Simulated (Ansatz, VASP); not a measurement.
## CoO in VASP and in Ansatz

```
Co O
1.0
     3.19765    0.00000    0.00000
    -1.59882    2.76924    0.00000
     0.00000    0.00000    5.22871
Co O
2 2
Cartesian
  0.0000 1.8462 2.6319
  0.0000 0.0000 0.0182
  0.0000 1.8462 4.5571
  0.0000 0.0000 1.9430
```

Alike in both runs: task single point; functional PBE; k mesh 8 × 8 × 5; occupations fermi-dirac, width 0.05 eV; collinear spin; fixed moment 4 μB.

|  | VASP | Ansatz |
| --- | --- | --- |
| version | VASP 6.6.1 | Ansatz 0.2.0 |
| potentials or method | VASP PAW PBE potentials, release 64 (Co, O) | Ansatz PAW |
| plane-wave cutoff (eV) | 520 | 420 |
| valence electrons in the cell | 30 | 46 |

|  | VASP | Ansatz | Ansatz less VASP |
| --- | --- | --- | --- |
| pressure (GPa) | -7.4 | -7.5 | -0.08 |
| traceless stress, the component that is largest in VASP (GPa) | 4.77 | 4.88 | +0.111 |
| rms of the force components (eV/Å) | 0.195 | 0.195 | +0.0003 |
| net moment per atom (μB) | 1.00 | 1.00 | 0.000 |
| size of the moment on the site where the two differ most (μB) | 1.79 | 1.67 | -0.126 |

Site moments also hang on the region over which each program counts them. Atom by atom the forces differ by 0.000 eV/Å (rms over components). VASP's potentials hold 30 valence electrons a cell and Ansatz's 46, so a difference there can come from the potentials and not from the codes.
